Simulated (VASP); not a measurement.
The system is TiCo.

```
CELL_PARAMETERS angstrom
2.98611 0.00000 0.00000
0.00000 2.98611 0.00000
0.00000 0.00000 2.98611
ATOMIC_POSITIONS crystal
Co 0.50000 0.50000 0.50000
Ti 0.00000 0.00000 0.00000
```

* Program: VASP 6.6.1
* Task: relaxation of cell and atoms
* Functional: PBE
* Dispersion: D3(BJ)
* Potentials or basis: VASP PAW PBE potentials, release 64 (Co, Ti_sv)
* Cutoff: 600 eV
* k mesh: 9 × 9 × 9
* Occupations: fermi-dirac, width 0.05 eV
* Spin: collinear spin, ferromagnetic start
* Starting moments: [2.0, 1.0] μB

At the start: pressure -7.9 GPa; volume 13.31 Å³/atom.

Q: Where does the relaxation end?

A: Over 3 steps the energy falls by 16.4 meV/atom and the volume is 12.68 Å³/atom (-4.8 %); space group Pm-3m (No. 221, to 0.05 Å); moment 0.69 μB per cell.

Step by step:
| step | energy change (eV) | largest force (eV/Å) | pressure (GPa) | volume (Å³) |
| --- | --- | --- | --- | --- |
| 1 | 0.0000 | 0.0000 | -7.89 | 26.63 |
| 2 | 0.0003 | 0.0000 | 9.65 | 24.18 |
| 3 | -0.0329 | 0.0000 | 0.05 | 25.36 |

Final structure:
```yaml
crystal:
  lattice:
    - [2.93783, 0.00000, 0.00000]
    - [0.00000, 2.93783, 0.00000]
    - [0.00000, 0.00000, 2.93783]
  atoms:
    - { symbol: Co, position: [0.50000, 0.50000, 0.50000] }
    - { symbol: Ti, position: [0.00000, 0.00000, 0.00000] }
```

Caveat: pairwise dispersion overbinds metals, which lowers pressure and volume.
